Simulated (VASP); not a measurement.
Crystal: PbSe.

```
Pb Se
1.0
     5.34946    0.00000    0.00000
     0.00000    5.34946    0.00000
     0.00000    0.00000    4.22127
Pb Se
2 2
Cartesian
  2.6747 0.0000 1.3434
  0.0000 2.6747 2.8779
  0.0000 0.0000 0.0000
  2.6747 2.6747 0.0000
```

Base run:

| Item | Value |
| --- | --- |
| Program | VASP 6.6.1 |
| Functional | PBE |
| Potentials or basis | VASP PAW PBE potentials, release 64 (Pb_d, Se) |
| Cutoff | 520 eV |
| k mesh | 6 × 6 × 8, shifted |
| Occupations | gaussian, width 0.05 eV |
| Spin | no spin polarisation |

Its results: band gap on the k mesh 0.49 eV (least direct gap 1.04 eV); pressure 0.0 GPa; largest force 0.013 eV/Å.

Q: The run is repeated on the same cell with these changes: k mesh from 6 × 6 × 8, shifted to 6 × 6 × 8, through Γ. What comes out?

A: Band gap on the k mesh 0.43 eV (least direct gap 0.88 eV); pressure 0.0 GPa; largest force 0.007 eV/Å.

Caveats: spin-orbit coupling is left out, which moves the levels of the heavy elements; a shifted mesh leaves out Γ, where band edges can lie (at least some runs).

A k mesh can miss the band edges.
